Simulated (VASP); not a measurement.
Write the native input for VASP 6.6.1 that does the following.

| Quantity | Value |
| --- | --- |
| Task | single point |
| Functional | PBE |
| Potentials or basis | VASP PAW PBE potentials, release 64 (Al, Ga_d, N) |
| Cutoff | 520 eV |
| k mesh | 6 × 6 × 4 |
| Occupations | gaussian, width 0.1 eV |
| Spin | collinear spin, ferromagnetic start |
| Starting moments | [0.0, 0.0, 0.0, 0.0, 1.0, 1.0] μB |
| Dipole correction | no |
| Further INCAR settings | ALGO = Normal; EDIFF = 1e-06; NBANDS = 34 |

The structure of AlGaN lies in POSCAR:

```
AlGaN
1.0
    4.4883204000      0.0000000000      0.0000000000
   -2.2441602000      3.8869994900      0.0000000000
    0.0000000000      0.0000000000      6.1221279500
Al Ga N
2 2 2
Direct
    0.3333333300      0.6666666700      0.7500000000
    0.6666666700      0.3333333300      0.2500000000
    0.0000000000      0.0000000000      0.2500000000
    0.0000000000      0.0000000000      0.7500000000
    0.3333333300      0.6666666700      0.2500000000
    0.6666666700      0.3333333300      0.7500000000
```

These files were run (other wordings do the same):

INCAR

```
SYSTEM = AlGaN
ALGO = Normal
EDIFF = 1E-6
ENCUT = 520
GGA = PE
ISIF = 2
ISMEAR = 0
ISPIN = 2
LASPH = .TRUE.
LCHARG = .FALSE.
LORBIT = 11
LREAL = .FALSE.
LWAVE = .FALSE.
MAGMOM = 0 0 0 0 1 1
NBANDS = 34
NELM = 150
PREC = Accurate
SIGMA = 0.1
```

KPOINTS

```
k-points
0
G
  6 6 4
  0 0 0
```

Potentials or basis: VASP PAW PBE potentials, release 64 (Al, Ga_d, N).

The run is started by

```sh
$ cat potpaw_PBE.64/Al/POTCAR potpaw_PBE.64/Ga_d/POTCAR potpaw_PBE.64/N/POTCAR > POTCAR
$ mpirun -np 1 vasp_std > vasp.out
```

Results of the run:

```yaml
Pressure: -11.3 GPa
Band_gap_on_the_k_mesh: zero (filled and empty bands overlap)
Net_moment: 0.00 μB per cell
Valence_electrons_inside_the_program's_atomic_spheres: Al 0.69; Ga 11.53; N 3.39
```

It took 61 s on 1 thread of Intel(R) Xeon(R) 6975P-C (Granite Rapids), with other jobs on the host, peak memory 0.35 GiB.
